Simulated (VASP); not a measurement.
A run of VASP 6.6.1:

File POSCAR:

```
AlN
1.0
    3.3121157418      0.0000000000      0.0000000000
   -1.6560578709      2.8683763727      0.0000000000
    0.0000000000      0.0000000000      4.1875630000
Al N
2 2
Direct
    0.6666666667      0.3333333333      0.2500000000
    0.3333333333      0.6666666667      0.7500000000
    0.6666666667      0.3333333333      0.7500000000
    0.3333333333      0.6666666667      0.2500000000
```

Contents of INCAR.step1:

```
SYSTEM = AlN
PREC = Accurate ; ENCUT = 520
ISMEAR = -1 ; SIGMA = 0.05
LREAL = .FALSE. ; LASPH = .TRUE.
NELM = 80 ; NBANDS = 16
GGA = PE ; ALGO = Normal
EDIFF = 1E-4 ; LWAVE = .TRUE.
LCHARG = .FALSE.
```

INCAR.step2

```
SYSTEM = AlN
PREC = Accurate ; ENCUT = 520
EDIFF = 1E-6 ; ISMEAR = -1
SIGMA = 0.05 ; LREAL = .FALSE.
LASPH = .TRUE. ; NELM = 80
ALGO = Normal ; ISIF = 2
LWAVE = .FALSE. ; LCHARG = .FALSE.
METAGGA = R2SCAN ; LMIXTAU = .TRUE.
NBANDS = 16 ; ISTART = 1
```

File KPOINTS:

```
regular mesh
0
G
  9 9 7
  0 0 0
```

Potentials or basis: VASP PAW PBE potentials, release 64 (Al, N).

Run with:

```bash
$ cat potpaw_PBE.64/Al/POTCAR potpaw_PBE.64/N/POTCAR > POTCAR
$ cp INCAR.step1 INCAR
$ mpirun -np 1 vasp_std > vasp.out
$ cp INCAR.step2 INCAR
$ mpirun -np 1 vasp_std > vasp.out
```

Hardware: 1 thread of Intel(R) Xeon(R) Platinum 8375C CPU @ 2.90GHz (Ice Lake), with other jobs on the host.

Task: Estimate the wall time of this run.

Result: Wall time 86 s on 1 thread of Intel(R) Xeon(R) Platinum 8375C CPU @ 2.90GHz (Ice Lake) (shared host), peak memory 0.17 GiB. Counts: k points 48.
